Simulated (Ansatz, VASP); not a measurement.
# One calculation of As, two programs

INCAR

```
  PREC = Accurate
  ENCUT = 520
  EDIFF = 1E-8
  ISMEAR = -1
  SIGMA = 0.05
  LREAL = F
  LASPH = T
  NELM = 80
  ALGO = Normal
  ISIF = 2
  LWAVE = F
  LCHARG = F
  LEFG = T
  NBANDS = 12
```

File KPOINTS:

```
regular mesh
0
Gamma
  11 11 6
```

POSCAR

```
As
1.0
    3.0031658500      0.0000000000      0.0000000000
   -1.5015829250      2.6008179178      0.0000000000
    0.0000000000      0.0000000000      4.8651286769
As
2
Direct
    0.1933333333      0.5966666667      0.1450000000
    0.8066666667      0.4033333333      0.8550000000
```

Input for Ansatz:

```yaml
crystal:
  lattice:
    - [3.00316585, 0.0, 0.0]
    - [-1.501582925, 2.6008179178, 0.0]
    - [0.0, 0.0, 4.8651286769]
  atoms:
    - { symbol: As, position: [0.1933333333, 0.5966666667, 0.145] }
    - { symbol: As, position: [0.8066666667, 0.4033333333, 0.855] }
kpoints:
  mp_grid: { grid: [11, 11, 6] }
scf:
  occupations: { method: fermi_dirac, width: 0.05 }
hamiltonian:
  xc: lda
  pseudopotentials: { kind: all_electron, datasets: crystal }
output:
  forces: true
  stress: true
  eigenvalues: true
  efg: { contact_densities: true }
```

Change from the starting cell: shortest bond scaled by 0.58, crystal datasets.

Alike in both runs: task electric field gradients; functional LDA; k mesh 11 × 11 × 6; occupations fermi-dirac, width 0.05 eV; no spin polarisation.

|  | VASP | Ansatz |
| --- | --- | --- |
| version | VASP 6.6.1 | Ansatz 0.2.0 |
| potentials or method | VASP PAW LDA potentials, release 64 (As), cutoff 520 eV | all-electron PAW with datasets made for the crystal, scalar-relativistic |

Ansatz gave:

```
pressure (GPa)                                                : 77.2
traceless stress, the component that is largest in VASP (GPa) : 74.25
rms of the force components (eV/Å)                            : 14.914
size of Vzz on the site where it differs most (V/Å²)          : 360.9
```

Task: What did VASP give for the same quantities?

Result: Pressure (GPa): 81.0; traceless stress, the component that is largest in VASP (GPa): 77.30; rms of the force components (eV/Å): 15.573; size of Vzz on the site where it differs most (V/Å²): 407.9.

LDA's correlation is that of Perdew and Zunger in VASP and of Perdew and Wang (1992) in Ansatz. Atom by atom the forces differ by 0.660 eV/Å (rms over components). Both programs put the cell under a high pressure, so it lies far from rest at this level. Ansatz ran all-electron here, and VASP with PAW potentials.

Noted on VASP's run: the cell as given lies far from equilibrium.
